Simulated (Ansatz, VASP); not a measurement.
**ZnS: VASP beside Ansatz**

```
Zn S
1.0
     0.00000    2.64820    2.64820
     2.64820    0.00000    2.64820
     2.64820    2.64820    0.00000
Zn S
1 1
Cartesian
  0.0000 0.0000 0.0000
  3.9723 3.9723 3.9723
```

Alike in both runs: task single point; functional r2SCAN; dispersion D4; k mesh 8 × 8 × 8; occupations gaussian, width 0.05 eV; no spin polarisation.

```csv
,VASP,Ansatz
version,VASP 6.6.1,Ansatz 0.2.0
potentials or method,"VASP PAW PBE potentials, release 64 (Zn, S), cutoff 520 eV","scalar-relativistic, plane waves, PAW"
valence electrons in the cell,18,18
```

|  | VASP | Ansatz | Ansatz less VASP |
| --- | --- | --- | --- |
| gap on the k mesh at the Fermi level (eV) | 2.96 | 2.95 | -0.015 |
| least direct gap on the mesh (eV) | 2.96 | 2.95 | -0.015 |
| pressure (GPa) | 3.6 | 3.6 | -0.02 |

VASP's potentials were made for PBE, not for r2SCAN.
